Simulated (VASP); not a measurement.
Here is a VASP 6.6.1 calculation.

INCAR

```
PREC = Accurate ; ENCUT = 520
EDIFF = 1E-7 ; ISMEAR = -1
SIGMA = 0.05 ; LREAL = False
LASPH = True ; NELM = 80
ALGO = Normal ; ISIF = 2
LWAVE = False ; LCHARG = True
GGA = PS ; LELF = True
LVHAR = True ; NBANDS = 17
```

File KPOINTS:

```
Automatic mesh
0
Gamma
  8 8 8
```

Contents of POSCAR:

```
PbS
1.0
    2.1404630743      1.2357969321      3.4973414117
   -2.1404630743      1.2357969321      3.4973414117
    0.0000000000     -2.4715938643      3.4973414117
Pb S
1 1
Direct
    0.9805657800      0.9805657800      0.9805657800
    0.4750355500      0.4750355500      0.4750355500
```

Potentials or basis: VASP PAW PBE potentials, release 64 (Pb_d, S).

The run is started by

```bash
$ cat potpaw_PBE.64/Pb_d/POTCAR potpaw_PBE.64/S/POTCAR > POTCAR
$ mpirun -np 1 vasp_std > vasp.out
```

Problem. Predict the largest force.

Solution. 0.012 eV/Å.

Problem. What does it give for the band gap on the k mesh?

Solution. 0.48 eV, direct.

Problem. Predict the pressure.

Solution. -3.9 GPa.

Forces on the atoms (eV/Å):
```
Pb   0.000  0.000  0.012
S    0.000  0.000 -0.012
```

Caveat: the PAW data sets were made with another functional, which shifts forces and pressure a little; spin-orbit coupling is left out, which moves the levels of the heavy elements. A k mesh can miss the band edges.
